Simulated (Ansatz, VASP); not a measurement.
# SnO2 in VASP and in Ansatz

File INCAR:

```
PREC = Accurate ; ENCUT = 520
EDIFF = 1E-8 ; ISMEAR = -1
SIGMA = 0.03 ; LREAL = F
LASPH = T ; NELM = 80
ALGO = Normal ; ISIF = 2
LWAVE = F ; LCHARG = F
LEFG = T ; NBANDS = 35
```

Contents of KPOINTS:

```
Automatic mesh
0
Gamma
  4 4 6
```

Contents of POSCAR:

```
SnO2
1.0
    4.7687240931      0.0000000000      0.0000000000
    0.0000000000      4.7687240931      0.0000000000
    0.0000000000      0.0000000000      3.2075026017
Sn O
2 4
Direct
    0.0000000000      0.0000000000      0.0000000000
    0.5000000000      0.5000000000      0.5000000000
    0.3056200000      0.3056200000      0.0000000000
    0.1943800000      0.8056200000      0.5000000000
    0.6943800000      0.6943800000      0.0000000000
    0.8056200000      0.1943800000      0.5000000000
```

Input for Ansatz:

```yaml
crystal:
  lattice:
    - [4.7687240931, 0.0, 0.0]
    - [0.0, 4.7687240931, 0.0]
    - [0.0, 0.0, 3.2075026017]
  atoms:
    - { symbol: Sn, position: [0.0, 0.0, 0.0] }
    - { symbol: Sn, position: [0.5, 0.5, 0.5] }
    - { symbol: O, position: [0.30562, 0.30562, 0.0] }
    - { symbol: O, position: [0.19438, 0.80562, 0.5] }
    - { symbol: O, position: [0.69438, 0.69438, 0.0] }
    - { symbol: O, position: [0.80562, 0.19438, 0.5] }
kpoints:
  mp_grid: { grid: [4, 4, 6] }
scf:
  occupations: { method: fermi_dirac, width: 0.03 }
hamiltonian:
  xc: lda
  pseudopotentials: { kind: all_electron, datasets: crystal }
output:
  forces: true
  stress: true
  eigenvalues: true
  efg: { contact_densities: true }
```

Change from the starting cell: volume scaled by 1.02, crystal datasets.

Alike in both runs: task electric field gradients; functional LDA; k mesh 4 × 4 × 6; occupations fermi-dirac, width 0.03 eV; no spin polarisation.

|  | VASP | Ansatz |
| --- | --- | --- |
| version | VASP 6.6.1 | Ansatz 0.2.0 |
| potentials or method | VASP PAW LDA potentials, release 64 (Sn_d, O), cutoff 520 eV | all-electron PAW with datasets made for the crystal, scalar-relativistic |

Ansatz gave:

```
pressure (GPa)                                                : -4.9
traceless stress, the component that is largest in VASP (GPa) : -0.36
rms of the force components (eV/Å)                            : 0.064
size of Vzz on the site where it differs most (V/Å²)          : 106.5
```

Task: Estimate VASP's values.

Result: Pressure (GPa): -4.0; traceless stress, the component that is largest in VASP (GPa): -0.10; rms of the force components (eV/Å): 0.054; size of Vzz on the site where it differs most (V/Å²): 108.1.

LDA's correlation is that of Perdew and Zunger in VASP and of Perdew and Wang (1992) in Ansatz. Atom by atom the forces differ by 0.010 eV/Å (rms over components). Ansatz ran all-electron here, and VASP with PAW potentials.
